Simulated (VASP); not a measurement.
Here is a VASP 6.6.1 calculation.

Contents of INCAR:

```
PREC = Accurate
ENCUT = 600
EDIFF = 1E-6
ISMEAR = 0
SIGMA = 0.01
LREAL = F
LASPH = T
NELM = 120
ALGO = Normal
ISIF = 2
LWAVE = F
LCHARG = F
GGA = PE
NBANDS = 19
GGA_COMPAT = F
```

KPOINTS

```
Automatic mesh
0
Gamma
  4 4 4
```

The input POSCAR:

```
CaF2
1.0
    0.0000000000      2.7195928861      2.7195928861
    2.7195928861      0.0000000000      2.7195928861
    2.7195928861      2.7195928861      0.0000000000
Ca F
1 2
Direct
    0.0000000000      0.0000000000      0.0000000000
    0.2500000000      0.2500000000      0.2500000000
    0.7500000000      0.7500000000      0.7500000000
```

Potentials or basis: VASP PAW PBE potentials, release 64 (Ca_sv, F).

The run is started by

```bash
$ cat potpaw_PBE.64/Ca_sv/POTCAR potpaw_PBE.64/F/POTCAR > POTCAR
$ mpirun -np 1 vasp_std > vasp.out
```

(1) What does it give for the band gap on the k mesh?

(2) Estimate the pressure.

Answers

(1) 7.36 eV, indirect (least direct gap 7.61 eV).

(2) 3.6 GPa.

Caveat: the k points lie up to 0.50 Å⁻¹ apart.
